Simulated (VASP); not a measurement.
# PtSe2 in VASP: relaxation of the atoms with PBE

Aim: the relaxation of the atoms of PtSe2 with PBE.

Program: VASP 6.6.1. These are calculated values, not measurements. Logs are shortened: lines on timing, memory, paths and dates and some standing lists are left out, and cuts for length are marked.

## (1) The cell of the first run

The cell holds a sheet with vacuum, 3 atoms: a = 3.730 Å, b = 3.730 Å, c = 20.620 Å, α = 90.00°, β = 90.00°, γ = 120.00°.

## (2) Relaxation of the atoms, PBE

Input file INCAR:

```
SYSTEM = PtSe2
PREC     = Accurate       ! precision mode
ENCUT    = 520            ! plane-wave cutoff, eV
EDIFF    = 1E-6           ! SCF threshold, eV
ISMEAR   = 0              ! smearing method
SIGMA    = 0.01           ! smearing width, eV
LREAL    = .FALSE.        ! projectors in reciprocal space
LASPH    = .TRUE.         ! aspherical terms in the spheres
NELM     = 100            ! most SCF steps
ALGO     = Normal         ! electronic algorithm
ISIF     = 2              ! what is computed and relaxed
LWAVE    = .FALSE.        ! write WAVECAR
LCHARG   = .FALSE.        ! write CHGCAR
LDIPOL   = .TRUE.       
IDIPOL   = 3            
DIPOL    = 0.5 0.5 0.500
GGA      = PE             ! functional
IBRION   = 2              ! ionic algorithm
NSW      = 100            ! ionic steps
EDIFFG   = -0.003         ! ionic threshold
```

Input file KPOINTS:

```
regular mesh
0
G
  12 12 1
  0 0 0
```

Input file POSCAR:

```
PtSe2
1.0
    3.7300000000      0.0000000000      0.0000000000
   -1.8650000000      3.2302747561      0.0000000000
    0.0000000000      0.0000000000     20.6200000000
Se Pt
2 1
Direct
    0.6666666667      0.3333333333      0.4364694471
    0.6666666667      0.3333333333      0.5635305529
    0.3333333333      0.6666666667      0.5000000000
```

Potentials or basis: VASP PAW PBE potentials, release 64 (Se, Pt).

On the command line:

```
$ cat potpaw_PBE.64/Se/POTCAR potpaw_PBE.64/Pt/POTCAR > POTCAR
$ mpirun -np 1 vasp_std > vasp.out
```

OUTCAR:

```text
SYSTEM = PtSe2
   PREC = Accurate
   ENCUT = 520
   EDIFF = 1E-6
   ISMEAR = 0
   LREAL = .FALSE.
   LASPH = .TRUE.
   NELM = 100
   ISIF = 2
   GGA = PE
   IBRION = 2
   NSW = 100
   EDIFFG = -0.003

 ion  position               nearest neighbor table
   1  0.667  0.333  0.436-   3 2.52   3 2.52   3 2.52   2 2.62
   2  0.667  0.333  0.564-   3 2.52   3 2.52   3 2.52   1 2.62
   3  0.333  0.667  0.500-   1 2.52   2 2.52   1 2.52   2 2.52   1 2.52   2 2.52

  LATTYP: Found a hexagonal cell.
 ALAT       =     3.7300000000
 C/A-ratio  =     5.5281501340

  Lattice vectors:

 A1 = (   3.7300000000,   0.0000000000,   0.0000000000)
 A2 = (  -1.8650000000,   3.2302747561,   0.0000000000)
 A3 = (   0.0000000000,   0.0000000000,  20.6200000000)

Analysis of symmetry for initial positions (statically):
=====================================================================
 Subroutine PRICEL returns:
 Original cell was already a primitive cell.

 Routine SETGRP: Setting up the symmetry group for a
 hexagonal supercell.

 Subroutine GETGRP returns: Found 12 space group operations
 (whereof 12 operations were pure point group operations)
 out of a pool of 24 trial point group operations.

The static configuration has the point symmetry D_3h.

Analysis of symmetry for dynamics (positions and initial velocities):
=====================================================================
 Subroutine PRICEL returns:
 Original cell was already a primitive cell.

 Routine SETGRP: Setting up the symmetry group for a
 hexagonal supercell.

 Subroutine GETGRP returns: Found 12 space group operations
 (whereof 12 operations were pure point group operations)
 out of a pool of 24 trial point group operations.

The dynamic configuration has the point symmetry D_3h.

 Subroutine INISYM returns: Found 12 space group operations
 (whereof 12 operations are pure point group operations),
 and found     1 'primitive' translations

----------------------------------------------------------------------------------------

                                     Primitive cell

  volume of cell :     248.4488

  direct lattice vectors                    reciprocal lattice vectors
     3.730000000  0.000000000  0.000000000     0.268096515  0.154785595  0.000000000
    -1.865000000  3.230274756  0.000000000     0.000000000  0.309571190  0.000000000
     0.000000000  0.000000000 20.620000000     0.000000000  0.000000000  0.048496605
[... 121 lines left out ...]

 number of electron      21.9999997 magnetization

 Free energy of the ion-electron system (eV)
  ---------------------------------------------------
  ext. energy  EPLUGINS =         0.00000000
  ---------------------------------------------------
  free energy    TOTEN  =       -12.78071365 eV

  energy without entropy =      -12.78019333  energy(sigma->0) =      -12.78045349

------------------------ aborting loop because EDIFF is reached ----------------------------------------

  FORCE on cell =-STRESS in cart. coord.  units (eV):
  Direction    XX          YY          ZZ          XY          YZ          ZX
  --------------------------------------------------------------------------------------
  -------------------------------------------------------------------------------------
  Total        1.9363067      1.9363067      3.4408392      0.0000000     -0.0000000     -0.0000000
  in kB       12.4867025     12.4867025     22.1890142      0.0000000     -0.0000000     -0.0000000
  external PRESSURE =      15.7208064 kB  Pullay stress =       0.0000000 kB
[... 55 lines left out ...]
  FREE ENERGIE OF THE ION-ELECTRON SYSTEM (eV)
  ---------------------------------------------------
  free  energy   TOTEN  =       -12.8960285712 eV

  energy  without entropy=      -12.8958125542  energy(sigma->0) =      -12.89592056

 dipolmoment           0.000000      0.000000      0.000000 electrons x Angstroem

--------------------------------------- Ionic step        3  -------------------------------------------

 number of electron      22.0000000 magnetization

------------------------ aborting loop because EDIFF is reached ----------------------------------------
[... 106 lines left out ...]
--------------------------------------- Ionic step        6  -------------------------------------------

 number of electron      22.0000000 magnetization

 dipolmoment           0.000000      0.000000     -0.000000 electrons x Angstroem

 Free energy of the ion-electron system (eV)
  ---------------------------------------------------
  ext. energy  EPLUGINS =         0.00000000
  ---------------------------------------------------
  free energy    TOTEN  =       -12.91593267 eV

  energy without entropy =      -12.91571842  energy(sigma->0) =      -12.91582555

 E-fermi :  -1.9439     XC(G=0):  -3.3457

 val. band max:       -1.9962684695   @ k =   0.0833   0.0833   0.0000
 cond. band min:      -1.9408714527   @ k =   0.1667   0.1667   0.0000
 fundamental gap:      0.0553970167
 Fermi energy:        -1.9439171547

 k-point     1 :       0.0000    0.0000    0.0000
  band No.  band energies     occupation
      1     -16.9977      2.00000
      2     -15.1752      2.00000
      3      -8.0904      2.00000
      4      -6.9151      2.00000
      5      -6.9151      2.00000
      6      -6.1622      2.00000
      7      -6.1622      2.00000
      8      -4.2926      2.00000
      9      -3.0648      2.00000
     10      -1.4873      0.00000
     11      -1.4873      0.00000
     12      -1.2534      0.00000
     13      -1.2534      0.00000
     14       0.2802      0.00000
[... 313 lines left out ...]
      4      -7.7599      2.00000
      5      -6.8118      2.00000
      6      -6.5573      2.00000
      7      -5.2646      2.00000
      8      -5.1976      2.00000
      9      -5.1250      2.00000
     10      -4.9670      2.00000
     11      -2.8984      2.00000
     12      -1.3499      0.00000
     13      -0.8076      0.00000
     14       2.6120      0.00000
     15       3.1731      0.00000

------------------------ aborting loop because EDIFF is reached ----------------------------------------

 vacuum level on the upper side and lower side of the slab       (xc-potential included)        -0.008        -0.008

  FORCE on cell =-STRESS in cart. coord.  units (eV):
  Direction    XX          YY          ZZ          XY          YZ          ZX
  --------------------------------------------------------------------------------------
  -------------------------------------------------------------------------------------
  Total       -0.8687570     -0.8687570     -0.0113570      0.0000000      0.0000000      0.0000000
  in kB       -5.6023717     -5.6023717     -0.0732378      0.0000000      0.0000000      0.0000000
  external PRESSURE =      -3.7593271 kB  Pullay stress =       0.0000000 kB
[... 18 lines left out ...]
  FREE ENERGIE OF THE ION-ELECTRON SYSTEM (eV)
  ---------------------------------------------------
  free  energy   TOTEN  =       -12.9159326734 eV

  energy  without entropy=      -12.9157184202  energy(sigma->0) =      -12.91582555

 reached required accuracy - stopping structural energy minimisation

 vacuum level on the upper side and lower side of the slab         2.691         2.691
```

OSZICAR:

```text
N       E                     dE             d eps       ncg     rms          rms(c)
DAV:   1     0.168877734023E+03    0.16888E+03   -0.74857E+03   570   0.108E+03
DAV:   2     0.253305723869E+01   -0.16634E+03   -0.16218E+03   961   0.189E+02
DAV:   3    -0.129750011970E+02   -0.15508E+02   -0.15367E+02   717   0.711E+01
DAV:   4    -0.132262073852E+02   -0.25121E+00   -0.24761E+00   746   0.104E+01
[... 50 lines left out ...]
   5 F= -.12915928E+02 E0= -.12915821E+02  d E =-.175330E-04
       N       E                     dE             d eps       ncg     rms          rms(c)
DAV:   1    -0.129159302999E+02   -0.34176E-05   -0.41005E-04   619   0.118E-01    0.125E-02
DAV:   2    -0.129159321439E+02   -0.18439E-05   -0.15993E-05   731   0.236E-02    0.481E-03
DAV:   3    -0.129159326734E+02   -0.52957E-06   -0.17217E-07   509   0.349E-03
   6 F= -.12915933E+02 E0= -.12915826E+02  d E =-.224888E-04
```

CONTCAR:

```text
PtSe2
   1.00000000000000
     3.7300000000000000    0.0000000000000000    0.0000000000000000
    -1.8650000000000000    3.2302747561000000    0.0000000000000000
     0.0000000000000000    0.0000000000000000   20.6200000000000010
  Se              Pt
     2     1
Direct
     0.6666666667000030    0.3333333332999970    0.4314037111585056
     0.6666666667000030    0.3333333332999970    0.5685962888414945
     0.3333333332999970    0.6666666667000030    0.5000000000000000

  0.00000000E+00  0.00000000E+00  0.00000000E+00
  0.00000000E+00  0.00000000E+00  0.00000000E+00
  0.00000000E+00  0.00000000E+00  0.00000000E+00
```

Run time: 2.4 min. Hardware: 1 thread of Intel Xeon 6975P-C (Granite Rapids), shared host; peak memory 0.39 GiB.

What came out:

```yaml
Free_energy: -12.9159 eV
Energy_gained_by_relaxing: 45.1 meV/atom
Ionic_steps: 6
Band_gap_on_the_k_mesh: zero (bands 11 and 12 overlap by 0.59 eV)
```

Step by step:
| step | energy change (eV) | largest force (eV/Å) | pressure (GPa) |
| --- | --- | --- | --- |
| 1 | 0.0000 | 1.3181 | 1.57 |
| 2 | -0.1153 | 0.5002 | 0.32 |
| 3 | -0.1352 | 0.0089 | -0.36 |
| 4 | -0.1352 | 0.0142 | -0.40 |
| 5 | -0.1352 | 0.0056 | -0.38 |
| 6 | -0.1352 | 0.0002 | -0.38 |

Final structure:
```
Se Pt
1.0
     3.73000    0.00000    0.00000
    -1.86500    3.23027    0.00000
     0.00000    0.00000   20.62000
Se Pt
2 1
Cartesian
  1.8650 1.0768 8.8955
  1.8650 1.0768 11.7245
  0.0000 2.1535 10.3100
```

Levels at points of the mesh, in eV from the Fermi level:
```
           k point  band 9  band 10  band 11  band 12  band 13  band 14
(0.00, 0.00, 0.00)   -1.12     0.46     0.46     0.69     0.69     2.22
(0.50, 0.00, 0.00)   -2.38    -2.15    -1.60     1.04     1.28     3.20
```

Caveat: spin-orbit coupling is left out, which moves the levels of the heavy elements.

The gap in the log of VASP goes by the Fermi energy; the results here count the filled bands.